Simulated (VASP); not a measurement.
Wanted: the native input for a VASP 6.6.1 run.

```yaml
Task: single point
Functional: PBE
Potentials_or_basis: VASP PAW PBE potentials, release 64 (Ru_pv)
Cutoff: 520 eV
k_mesh: 13 × 13 × 4
Occupations: fermi-dirac, width 0.05 eV
Spin: collinear spin, ferromagnetic start
Starting_moments: "[1.0, 1.0, 1.0, 1.0] μB"
Dipole_correction: no
Further_INCAR_settings: ALGO = Normal; EDIFF = 1e-06; NBANDS = 40
```

The structure of Ru lies in POSCAR:

```
Ru
1.0
    2.7097080600      0.0000000000      0.0000000000
   -1.3548540300      2.3466760168      0.0000000000
    0.0000000000      0.0000000000      8.6959004354
Ru
4
Direct
    1.0000000000      0.0000000000      0.0000000000
    1.0000000000      0.0000000000      0.5000000000
    0.3333333333      0.6666666667      0.2500000000
    0.6666666667      0.3333333333      0.7500000000
```

One way to write it, as run:

INCAR

```
ALGO     = Normal         # electronic algorithm
EDIFF    = 1E-6           # SCF threshold, eV
ENCUT    = 520            # plane-wave cutoff, eV
GGA      = PE             # functional
ISIF     = 2              # what is computed and relaxed
ISMEAR   = -1             # smearing method
ISPIN    = 2              # spin polarisation
LASPH    = True           # aspherical terms in the spheres
LCHARG   = False          # write CHGCAR
LMAXMIX  = 4              # l up to which the mixer works
LORBIT   = 11             # projections on sites
LREAL    = False          # projectors in reciprocal space
LWAVE    = False          # write WAVECAR
MAGMOM   = 1 1 1 1        # initial moments
NBANDS   = 40             # bands
NELM     = 150            # most SCF steps
PREC     = Accurate       # precision mode
SIGMA    = 0.05           # smearing width, eV
```

KPOINTS

```
k-points
0
Gamma
  13 13 4
```

Potentials or basis: VASP PAW PBE potentials, release 64 (Ru_pv).

The run is started by

```sh
$ cat potpaw_PBE.64/Ru_pv/POTCAR > POTCAR
$ mpirun -np 1 vasp_std > vasp.out
```

It gave:

```json
{"Pressure": "-0.1 GPa", "Band gap on the k mesh": "zero (filled and empty bands overlap)", "Net moment": "0.00 μB per cell", "Valence electrons inside the program's atomic spheres": "Ru 12.63, 12.64"}
```

It used 580 s of CPU time on 1 thread of AMD EPYC 7R13 Processor (Zen 3), on a shared host.
